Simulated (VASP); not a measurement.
Input of a VASP 6.6.1 run:

INCAR

```
ALGO = Normal
EDIFF = 1E-7
ENCUT = 520
GGA = PE
ISIF = 2
ISMEAR = 0
LASPH = True
LCHARG = False
LREAL = False
LWAVE = False
NBANDS = 10
NELM = 100
PREC = Accurate
SIGMA = 0.05
```

The input KPOINTS:

```
k-points
0
Gamma
  9 9 6
```

Contents of POSCAR:

```
H
1.0
    4.0321369437      0.0000000000      0.0000000000
   -2.0160684719      3.4919330248      0.0000000000
    0.0000000000      0.0000000000      4.9204950112
H
4
Direct
    0.3333333333      0.6666666667      0.1764958800
    0.6666666667      0.3333333333      0.6764958800
    0.6666666667      0.3333333333      0.8235041200
    0.3333333333      0.6666666667      0.3235041200
```

Potentials or basis: VASP PAW PBE potentials, release 64 (H).

The run is started by

```sh
$ cat potpaw_PBE.64/H/POTCAR > POTCAR
$ mpirun -np 1 vasp_std > vasp.out
```

Question: Predict the largest force.

Answer: 1.018 eV/Å.

Question: Predict the band gap on the k mesh.

Answer: 9.89 eV, indirect (least direct gap 9.96 eV).

Question: Predict the pressure.

Answer: 1.0 GPa.

Forces in eV/Å, atoms in the order of the input:
```
H    0.000  0.000 -1.018
H    0.000  0.000 -1.018
H    0.000  0.000  1.018
H    0.000  0.000  1.018
```

Caveat: the cell differs from its parent crystal (strain +0.050 along x and y, -0.025 along z); forces of over 1 eV/Å act on the atoms, so gaps and moduli don't describe the material at rest. A k mesh can miss the band edges.
